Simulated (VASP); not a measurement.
# Sb (Pm-3m) in VASP: single point with PBE

Aim: the single point of Sb with PBE.

All numbers are computed with VASP 6.6.1; they aren't measurements. Logs are shortened: lines on timing, memory, paths and dates and some standing lists are left out, and cuts for length are marked.

## Step 1: The cell of the first run

The structure is cubic, space group Pm-3m (No. 221). Conventional cell: a = 3.160 Å, b = 3.160 Å, c = 3.160 Å, α = 90.00°, β = 90.00°, γ = 90.00°. Sb (site symmetry m-3m) has 6 Sb at 3.16 Å within 4.2 Å.

## Step 2: Single point, PBE

File INCAR:

```
PREC = Accurate ; ENCUT = 500
EDIFF = 1E-6 ; ISMEAR = 0
SIGMA = 0.05 ; LREAL = False
LASPH = True ; NELM = 120
ALGO = Normal ; ISIF = 2
LWAVE = False ; LCHARG = True
GGA = PE ; LELF = True
LVHAR = True ; NBANDS = 8
GGA_COMPAT = False
```

File KPOINTS:

```
Automatic mesh
0
Gamma
  12 12 12
```

File POSCAR:

```
Sb
1.0
    3.1600000000      0.0000000000      0.0000000000
    0.0000000000      3.1600000000      0.0000000000
    0.0000000000      0.0000000000      3.1600000000
Sb
1
Direct
    0.0000000000      0.0000000000      0.0000000000
```

Potentials or basis: VASP PAW PBE potentials, release 64 (Sb).

Run with:

```bash
$ cat potpaw_PBE.64/Sb/POTCAR > POTCAR
$ mpirun -np 1 vasp_std > vasp.out
```

OUTCAR:

```text
PREC = Accurate
   ENCUT = 500
   EDIFF = 1E-6
   ISMEAR = 0
   LREAL = False
   LASPH = True
   NELM = 120
   ISIF = 2
   GGA = PE

 ion  position               nearest neighbor table
   1  0.000  0.000  0.000-

  LATTYP: Found a simple cubic cell.
 ALAT       =     3.1600000000

  Lattice vectors:

 A1 = (   3.1600000000,   0.0000000000,   0.0000000000)
 A2 = (   0.0000000000,   3.1600000000,   0.0000000000)
 A3 = (   0.0000000000,   0.0000000000,   3.1600000000)

Analysis of symmetry for initial positions (statically):
=====================================================================
 Subroutine PRICEL returns:
 Original cell was already a primitive cell.

 Routine SETGRP: Setting up the symmetry group for a
 simple cubic supercell.

 Subroutine GETGRP returns: Found 48 space group operations
 (whereof 48 operations were pure point group operations)
 out of a pool of 48 trial point group operations.

The static configuration has the point symmetry O_h .

Analysis of symmetry for dynamics (positions and initial velocities):
=====================================================================
 Subroutine PRICEL returns:
 Original cell was already a primitive cell.

 Routine SETGRP: Setting up the symmetry group for a
 simple cubic supercell.

 Subroutine GETGRP returns: Found 48 space group operations
 (whereof 48 operations were pure point group operations)
 out of a pool of 48 trial point group operations.

The dynamic configuration has the point symmetry O_h .

 Subroutine INISYM returns: Found 48 space group operations
 (whereof 48 operations are pure point group operations),
 and found     1 'primitive' translations

----------------------------------------------------------------------------------------

                                     Primitive cell

  volume of cell :      31.5545

  direct lattice vectors                    reciprocal lattice vectors
     3.160000000  0.000000000  0.000000000     0.316455696  0.000000000  0.000000000
     0.000000000  3.160000000  0.000000000     0.000000000  0.316455696  0.000000000
     0.000000000  0.000000000  3.160000000     0.000000000  0.000000000  0.316455696

  length of vectors
     3.160000000  3.160000000  3.160000000     0.316455696  0.316455696  0.316455696

  position of ions in fractional coordinates (direct lattice)
     0.000000000  0.000000000  0.000000000

  ion indices of the primitive-cell ions
   primitive index   ion index
                 1           1
[... 74 lines left out ...]
   EDIFFG = 0.1E-04   stopping-criterion for IOM
   NSW    =      0    number of steps for IOM
   IBRION =     -1    ionic relax: 0-MD 1-quasi-New 2-CG
   NFREE  =      0    steps in history (QN), initial steepest desc. (CG)
   ISIF   =      2    stress and relaxation
   ISYM   =      2    0-nonsym 1-usesym 2-fastsym
   POTIM  = 0.5000    time-step for ionic-motion
   TEBEG  =    0.0;   TEEND  =   0.0 temperature during run
   PSTRESS=    0.0 pullay stress
   NELECT =       5.0000    total number of electrons
   NUPDOWN=      -1.0000    fix difference up-down
   EMIN   =  10.00;   EMAX   =-10.00  energy-range for DOS
   EFERMI =   0.00;   METHOD = LEGACY
   ISMEAR =     0;   SIGMA  =   0.05  broadening in eV -4-tet -1-fermi 0-gaus
   EFERMI_NEDOS =   21; number of points for ismear=-14 and -15
   IALGO  =     38    algorithm
   IMIX   =      4    mixing-type and parameters
     AMIX     =   0.40;   BMIX     =  1.00
     AMIX_MAG =   1.60;   BMIX_MAG =  1.00
  volume/ion in A,a.u.               =      31.55       212.94
  Fermi-wavevector in a.u.,A,eV,Ry     =   0.885886  1.674081 10.677766  0.784794
  Thomas-Fermi vector in A             =   2.006979
   LORBIT       =      0    0 simple, 1 ext, 2 COOP (PROOUT), +10 PAW based schemes
   GGA     = PE    functional components
   LHFCALC =     F    Hartree Fock is set to
   AEXX    =    0.0000 exact exchange contribution
   IVDW    =     0    specifies the selected vdW correction
   LEPSILON=     F    determine dielectric tensor
   LRPA    =     F    only Hartree local field effects (RPA)
 non-spin polarized calculation
 Gauss-broadening in eV      SIGMA  =   0.05
  energy-cutoff  :      500.00
  volume of cell :       31.55
 maximum number of plane-waves:       840
 NGX is ok and might be reduce to    24
   NGX = 11   NGY = 11   NGZ = 11

 number of electron       5.0000001 magnetization

 Free energy of the ion-electron system (eV)
  ---------------------------------------------------
  ext. energy  EPLUGINS =         0.00000000
  ---------------------------------------------------
  free energy    TOTEN  =        -4.06726354 eV

  energy without entropy =       -4.06603071  energy(sigma->0) =       -4.06664712

 E-fermi :   6.5215     XC(G=0):  -9.3862

 val. band max:        6.5052083675   @ k =   0.1667   0.0000   0.0000
 cond. band min:       6.5477854125   @ k =   0.4167   0.4167   0.3333
 fundamental gap:      0.0425770451
 Fermi energy:         6.5215207642

 k-point     1 :       0.0000    0.0000    0.0000
  band No.  band energies     occupation
      1      -5.5223      2.00000
      2       9.5697      0.00000
      3       9.5697      0.00000
      4       9.5697      0.00000
      5      13.3135      0.00000
      6      13.3135      0.00000
      7      14.3712      0.00000
      8      23.7614      0.00000
[... 243 lines left out ...]
 k-point    24 :       0.4167    0.3333    0.0000
  band No.  band energies     occupation
      1      -2.1452      2.00000
      2       3.0041      2.00000
      3       4.7469      2.00000
      4      10.6468      0.00000
      5      12.4730      0.00000
      6      17.0177      0.00000
      7      19.1297      0.00000
      8      19.4072      0.00000

 [... further k-points ...]

------------------------ aborting loop because EDIFF is reached ----------------------------------------

  FORCE on cell =-STRESS in cart. coord.  units (eV):
  Direction    XX          YY          ZZ          XY          YZ          ZX
  --------------------------------------------------------------------------------------
  -------------------------------------------------------------------------------------
  Total       -0.4599652     -0.4599652     -0.4599652      0.0000000      0.0000000      0.0000000
  in kB      -23.3546987    -23.3546987    -23.3546987      0.0000000      0.0000000      0.0000000
  external PRESSURE =     -23.3546987 kB  Pullay stress =       0.0000000 kB

 VOLUME and BASIS-vectors are now :
 -----------------------------------------------------------------------------
  energy-cutoff  :      500.00
  volume of cell :       31.55
      direct lattice vectors                 reciprocal lattice vectors
     3.160000000  0.000000000  0.000000000     0.316455696  0.000000000  0.000000000
     0.000000000  3.160000000  0.000000000     0.000000000  0.316455696  0.000000000
     0.000000000  0.000000000  3.160000000     0.000000000  0.000000000  0.316455696

 POSITION                                       TOTAL-FORCE (eV/Angst)
 -----------------------------------------------------------------------------------
      0.00000      0.00000      0.00000         0.000000      0.000000      0.000000
 -----------------------------------------------------------------------------------
    total drift:                               -0.000000      0.000000      0.000000

  FREE ENERGIE OF THE ION-ELECTRON SYSTEM (eV)
  ---------------------------------------------------
  free  energy   TOTEN  =        -4.0672635414 eV

  energy  without entropy=       -4.0660307058  energy(sigma->0) =       -4.06664712
```

OSZICAR:

```text
N       E                     dE             d eps       ncg     rms          rms(c)
DAV:   1     0.437793762251E+01    0.43779E+01   -0.15107E+03  1344   0.379E+02
DAV:   2    -0.395708062626E+01   -0.83350E+01   -0.81147E+01  1928   0.497E+01
DAV:   3    -0.406204697492E+01   -0.10497E+00   -0.10479E+00  1552   0.629E+00
DAV:   4    -0.406248863144E+01   -0.44166E-03   -0.44165E-03  2064   0.511E-01
DAV:   5    -0.406249018540E+01   -0.15540E-05   -0.15546E-05  1720   0.186E-02    0.175E+00
DAV:   6    -0.406526720682E+01   -0.27770E-02   -0.10809E-03  1704   0.205E-01    0.103E+00
DAV:   7    -0.406720594793E+01   -0.19387E-02   -0.25760E-03  1464   0.311E-01    0.792E-02
DAV:   8    -0.406725971719E+01   -0.53769E-04   -0.89021E-05  1816   0.634E-02    0.704E-03
DAV:   9    -0.406726309105E+01   -0.33739E-05   -0.25268E-06  1784   0.101E-02    0.213E-03
DAV:  10    -0.406726354143E+01   -0.45038E-06   -0.10200E-06  1632   0.532E-03
   1 F= -.40672635E+01 E0= -.40666471E+01  d E =-.123284E-02
```

stdout:

```text
POSCAR found type information on POSCAR Sb
 POSCAR found :  1 types and       1 ions
 scaLAPACK will be used
 LDA part: xc-table for (Slater+PW92), standard interpolation
 POSCAR, INCAR and KPOINTS ok, starting setup
 FFT: planning ... GRIDC
 FFT: planning ... GRID_SOFT
 FFT: planning ... GRID
 WAVECAR not read
 entering main loop
```

It took 7.5 s on 1 thread of Intel Xeon 6975P-C, shared host; peak memory 0.15 GiB.

What came out:

```yaml
Free_energy: -4.0673 eV
Pressure: -2.3 GPa
```

Caveat: spin-orbit coupling is left out, which moves the levels of the heavy elements.
